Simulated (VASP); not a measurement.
# Bi (Im-3m) in VASP: notebook, part 2 of 2

VASP 6.6.1.

## (3) Single point, PBE

This run uses another cell than the first one, of 31.12 Å³/atom, 1.053 times its volume.

The input, INCAR:

```
SYSTEM = Bi
PREC = Accurate ; ENCUT = 520
EDIFF = 1E-6 ; ISMEAR = 0
SIGMA = 0.014 ; LREAL = .FALSE.
LASPH = .TRUE. ; NELM = 60
ALGO = Normal ; ISIF = 2
LWAVE = .FALSE. ; LCHARG = .TRUE.
GGA = PE ; LELF = .TRUE.
LVHAR = .TRUE. ; NBANDS = 14
```

The input, KPOINTS:

```
regular mesh
0
G
  9 9 9
  0 0 0
```

The input, POSCAR:

```
Bi
1.0
   -1.9814305318      1.9814305318      1.9814305318
    1.9814305318     -1.9814305318      1.9814305318
    1.9814305318      1.9814305318     -1.9814305318
Bi
1
Direct
    0.0000000000      0.0000000000      0.0000000000
```

Potentials or basis: VASP PAW PBE potentials, release 64 (Bi_d).

On the command line:

```bash
> cat potpaw_PBE.64/Bi_d/POTCAR > POTCAR
> mpirun -np 1 vasp_std > vasp.out
```

OUTCAR:

```text
SYSTEM = Bi
   PREC = Accurate
   ENCUT = 520
   EDIFF = 1E-6
   ISMEAR = 0
   LREAL = .FALSE.
   LASPH = .TRUE.
   NELM = 60
   ISIF = 2
   GGA = PE

 ion  position               nearest neighbor table
   1  0.000  0.000  0.000-

  LATTYP: Found a body centered cubic cell.
 ALAT       =     3.9628610636

  Lattice vectors:

 A1 = (  -1.9814305318,   1.9814305318,   1.9814305318)
 A2 = (   1.9814305318,  -1.9814305318,   1.9814305318)
 A3 = (   1.9814305318,   1.9814305318,  -1.9814305318)

[... 578 lines left out ...]
      6      -2.1288      2.00000
      7       3.5506      2.00000
      8       7.0743      2.00000
      9      10.5585      0.00000
     10      15.3114      0.00000
     11      16.7700      0.00000
     12      17.8311      0.00000
     13      19.3042      0.00000
     14      25.6237      0.00000

 [... further k-points ...]
[... 5 lines left out ...]
  --------------------------------------------------------------------------------------
  -------------------------------------------------------------------------------------
  Total        0.1507763      0.1507763      0.1507763      0.0000000     -0.0000000      0.0000000
  in kB        7.7633145      7.7633145      7.7633145      0.0000000     -0.0000000      0.0000000
  external PRESSURE =       7.7633145 kB  Pullay stress =       0.0000000 kB

 VOLUME and BASIS-vectors are now :
 -----------------------------------------------------------------------------
  energy-cutoff  :      520.00
  volume of cell :       31.12
      direct lattice vectors                 reciprocal lattice vectors
    -1.981430532  1.981430532  1.981430532     0.000000000  0.252342937  0.252342937
     1.981430532 -1.981430532  1.981430532     0.252342937  0.000000000  0.252342937
     1.981430532  1.981430532 -1.981430532     0.252342937  0.252342937  0.000000000

 POSITION                                       TOTAL-FORCE (eV/Angst)
 -----------------------------------------------------------------------------------
      0.00000      0.00000      0.00000         0.000000      0.000000      0.000000
 -----------------------------------------------------------------------------------
    total drift:                               -0.000000     -0.000000     -0.000000

  FREE ENERGIE OF THE ION-ELECTRON SYSTEM (eV)
  ---------------------------------------------------
  free  energy   TOTEN  =        -3.7669578072 eV

  energy  without entropy=       -3.7667221592  energy(sigma->0) =       -3.76683998
```

OSZICAR:

```text
N       E                     dE             d eps       ncg     rms          rms(c)
DAV:   1     0.114123555614E+03    0.11412E+03   -0.76283E+03   998   0.122E+03
DAV:   2     0.280012572023E+01   -0.11132E+03   -0.10742E+03  1070   0.338E+02
DAV:   3    -0.361277196253E+01   -0.64129E+01   -0.63959E+01  1258   0.787E+01
DAV:   4    -0.376314605512E+01   -0.15037E+00   -0.15035E+00  1238   0.129E+01
DAV:   5    -0.376980291785E+01   -0.66569E-02   -0.66566E-02  1362   0.249E+00    0.458E-01
DAV:   6    -0.376698467836E+01    0.28182E-02   -0.78731E-03  1342   0.117E+00    0.275E-01
DAV:   7    -0.376688253730E+01    0.10214E-03   -0.49727E-03  1304   0.966E-01    0.807E-02
DAV:   8    -0.376696266479E+01   -0.80127E-04   -0.57781E-04  1276   0.352E-01    0.119E-02
DAV:   9    -0.376695914292E+01    0.35219E-05   -0.13621E-05  1394   0.489E-02    0.682E-03
DAV:  10    -0.376695782468E+01    0.13182E-05   -0.41386E-06  1286   0.279E-02    0.149E-03
DAV:  11    -0.376695780724E+01    0.17434E-07   -0.26657E-07   808   0.796E-03
   1 F= -.37669578E+01 E0= -.37668400E+01  d E =-.235648E-03
```

It took 6.5 s on 1 thread of Intel Xeon 6975P-C (Granite Rapids), shared host; peak memory 0.16 GiB.

Results:

* Free energy: -3.7670 eV
* Pressure: 0.8 GPa

Levels at points of the mesh, in eV from the Fermi level:
```tsv
k point	band 4	band 5	band 6	band 7	band 8	band 9	band 10	band 11
(0.00, 0.00, 0.00)	-22.92	-22.92	-13.54	5.11	5.11	5.11	9.12	10.46
```

Caveat: spin-orbit coupling is left out, which moves the levels of the heavy elements.

## (4) Single point, PBE

This run uses another cell than the first one, of 31.12 Å³/atom, 1.053 times its volume.

The input, INCAR:

```
SYSTEM = Bi
PREC = Accurate
ENCUT = 520
EDIFF = 1E-6
ISMEAR = 0
SIGMA = 0.018000000000000002
LREAL = .FALSE.
LASPH = .TRUE.
NELM = 100
ALGO = Normal
ISIF = 2
LWAVE = .FALSE.
LCHARG = .FALSE.
GGA = PE
NBANDS = 14
```

KPOINTS is that of step 3.

POSCAR is that of step 3.

Potentials or basis: VASP PAW PBE potentials, release 64 (Bi_d).

On the command line:

```bash
> cat potpaw_PBE.64/Bi_d/POTCAR > POTCAR
> mpirun -np 1 vasp_std > vasp.out
```

OUTCAR:

```text
SYSTEM = Bi
   PREC = Accurate
   ENCUT = 520
   EDIFF = 1E-6
   ISMEAR = 0
   LREAL = .FALSE.
   LASPH = .TRUE.
   NELM = 100
   ISIF = 2
   GGA = PE

 ion  position               nearest neighbor table
   1  0.000  0.000  0.000-

  LATTYP: Found a body centered cubic cell.
 ALAT       =     3.9628610636

  Lattice vectors:

 A1 = (  -1.9814305318,   1.9814305318,   1.9814305318)
 A2 = (   1.9814305318,  -1.9814305318,   1.9814305318)
 A3 = (   1.9814305318,   1.9814305318,  -1.9814305318)

Analysis of symmetry for initial positions (statically):
=====================================================================
 Subroutine PRICEL returns:
 Original cell was already a primitive cell.

 Routine SETGRP: Setting up the symmetry group for a
 body centered cubic supercell.

 Subroutine GETGRP returns: Found 48 space group operations
[... 9 lines left out ...]

 Routine SETGRP: Setting up the symmetry group for a
 body centered cubic supercell.

 Subroutine GETGRP returns: Found 48 space group operations
[... 11 lines left out ...]
                                     Primitive cell

  volume of cell :      31.1169

[... 137 lines left out ...]
 val. band max:        7.9101474727   @ k =   0.2222   0.0000   0.0000
 cond. band min:       7.9408682362   @ k =  -0.2222   0.2222   0.1111
 fundamental gap:      0.0307207634
 Fermi energy:         7.9350928582

 k-point     1 :       0.0000    0.0000    0.0000
  band No.  band energies     occupation
      1     -15.1153      2.00000
      2     -15.1153      2.00000
      3     -15.1153      2.00000
      4     -14.9874      2.00000
      5     -14.9874      2.00000
      6      -5.5996      2.00000
      7      13.0412      0.00000
      8      13.0412      0.00000
      9      13.0412      0.00000
     10      17.0519      0.00000
     11      18.3960      0.00000
     12      18.3960      0.00000
     13      18.3960      0.00000
     14      19.5992      0.00000
[... 377 lines left out ...]
      1     -15.1047      2.00000
      2     -15.0709      2.00000
      3     -15.0280      2.00000
      4     -14.9914      2.00000
      5     -14.9169      2.00000
      6      -2.1288      2.00000
      7       3.5506      2.00000
      8       7.0743      2.00000
      9      10.5585      0.00000
     10      15.3114      0.00000
     11      16.7700      0.00000
     12      17.8311      0.00000
     13      19.3042      0.00000
     14      25.6237      0.00000

 [... further k-points ...]
[... 5 lines left out ...]
  --------------------------------------------------------------------------------------
  -------------------------------------------------------------------------------------
  Total        0.1509558      0.1509558      0.1509558     -0.0000000      0.0000000     -0.0000000
  in kB        7.7725536      7.7725536      7.7725536     -0.0000000      0.0000000     -0.0000000
  external PRESSURE =       7.7725536 kB  Pullay stress =       0.0000000 kB

 VOLUME and BASIS-vectors are now :
 -----------------------------------------------------------------------------
  energy-cutoff  :      520.00
  volume of cell :       31.12
      direct lattice vectors                 reciprocal lattice vectors
    -1.981430532  1.981430532  1.981430532     0.000000000  0.252342937  0.252342937
     1.981430532 -1.981430532  1.981430532     0.252342937  0.000000000  0.252342937
     1.981430532  1.981430532 -1.981430532     0.252342937  0.252342937  0.000000000

 POSITION                                       TOTAL-FORCE (eV/Angst)
 -----------------------------------------------------------------------------------
      0.00000      0.00000      0.00000        -0.000000      0.000000     -0.000000
 -----------------------------------------------------------------------------------
    total drift:                               -0.000000     -0.000000     -0.000000

  FREE ENERGIE OF THE ION-ELECTRON SYSTEM (eV)
  ---------------------------------------------------
  free  energy   TOTEN  =        -3.7670274218 eV

  energy  without entropy=       -3.7667013004  energy(sigma->0) =       -3.76686436
```

OSZICAR:

```text
N       E                     dE             d eps       ncg     rms          rms(c)
DAV:   1     0.114123408289E+03    0.11412E+03   -0.76283E+03   998   0.122E+03
DAV:   2     0.280005673070E+01   -0.11132E+03   -0.10742E+03  1070   0.338E+02
DAV:   3    -0.361283799554E+01   -0.64129E+01   -0.63956E+01  1258   0.787E+01
DAV:   4    -0.376321509751E+01   -0.15038E+00   -0.15035E+00  1238   0.129E+01
DAV:   5    -0.376987240457E+01   -0.66573E-02   -0.66571E-02  1362   0.249E+00    0.458E-01
DAV:   6    -0.376705441351E+01    0.28180E-02   -0.78727E-03  1342   0.117E+00    0.275E-01
DAV:   7    -0.376695215983E+01    0.10225E-03   -0.49721E-03  1304   0.966E-01    0.807E-02
DAV:   8    -0.376703228161E+01   -0.80122E-04   -0.57774E-04  1276   0.352E-01    0.119E-02
DAV:   9    -0.376702875977E+01    0.35218E-05   -0.13620E-05  1394   0.489E-02    0.682E-03
DAV:  10    -0.376702743948E+01    0.13203E-05   -0.41403E-06  1286   0.280E-02    0.149E-03
DAV:  11    -0.376702742178E+01    0.17701E-07   -0.26664E-07   808   0.797E-03
   1 F= -.37670274E+01 E0= -.37668644E+01  d E =-.326121E-03
```

stdout:

```text
POSCAR found type information on POSCAR Bi
 POSCAR found :  1 types and       1 ions
 scaLAPACK will be used
 LDA part: xc-table for (Slater+PW92), standard interpolation
 POSCAR, INCAR and KPOINTS ok, starting setup
 FFT: planning ... GRIDC
 FFT: planning ... GRID_SOFT
 FFT: planning ... GRID
 WAVECAR not read
 entering main loop
```

It took 6.2 s on 1 thread of Intel Xeon 6975P-C (Granite Rapids), shared host; peak memory 0.15 GiB.

What came out:

* Free energy: -3.7670 eV
* Pressure: 0.8 GPa

Caveat: spin-orbit coupling is left out, which moves the levels of the heavy elements.

## (5) Summary

```csv
level,cell,smearing,gap on the mesh (eV),pressure (GPa)
revPBE+D3(BJ),"a = 3.374 Å, angles 109.5°, 1 atom",fermi-dirac 0.05 eV,none,-0.1
PBE,"a = 3.432 Å, angles 109.5°, 1 atom",gaussian 0.014 eV,none,0.8
PBE,"a = 3.432 Å, angles 109.5°, 1 atom",gaussian 0.018 eV,none,0.8
```

Alike in all rows: task single point; potentials or basis VASP PAW PBE potentials, release 64 (Bi_d); no spin polarisation; k mesh 9 × 9 × 9; cutoff (eV) 520.

Caveats: spin-orbit coupling is left out, which moves the levels of the heavy elements; the PAW data sets were made with another functional, which shifts forces and pressure a little (some runs); pairwise dispersion overbinds metals, which lowers pressure and volume (some runs).

Absolute energies hang on the potentials; compare differences alone.
